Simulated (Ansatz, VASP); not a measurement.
# Two plane-wave programs on WSe2

```
W Se
1.0
     3.24996    0.00000    0.00000
    -1.62498    2.81455    0.00000
     0.00000    0.00000   12.81765
W Se
2 4
Direct
  0.66667 0.33333 0.75000
  0.33333 0.66667 0.25000
  0.33333 0.66667 0.88003
  0.66667 0.33333 0.38003
  0.33333 0.66667 0.61997
  0.66667 0.33333 0.11997
```

Alike in both runs: functional LDA; k mesh 15 × 15 × 4; occupations gaussian, width 0.02 eV; no spin polarisation.

Ansatz relaxed the structure, and its values are those at the end. VASP's run is a single point on that final structure, the one shown.

|  | VASP | Ansatz |
| --- | --- | --- |
| version | VASP 6.6.1 | Ansatz 0.2.0 |
| potentials or method | VASP PAW LDA potentials, release 64 (W_sv, Se), cutoff 520 eV | scalar-relativistic, plane waves, PAW |
| valence electrons in the cell | 52 | 92 |

|  | VASP | Ansatz | Ansatz less VASP |
| --- | --- | --- | --- |
| gap on the k mesh at the Fermi level (eV) | 0.89 | 0.90 | +0.013 |
| least direct gap on the mesh (eV) | 1.62 | 1.62 | -0.003 |
| pressure (GPa) | 0.8 | 0.0 | -0.79 |
| rms of the force components (eV/Å) | 0.049 | 0.000 | -0.0487 |

Ansatz warns that its potentials were made for another functional, while VASP's fit it. LDA's correlation is that of Perdew and Zunger in VASP and of Perdew and Wang (1992) in Ansatz. VASP's potentials hold 52 valence electrons a cell and Ansatz's 92, so a difference there can come from the potentials and not from the codes.

Neither program's run includes spin-orbit coupling.
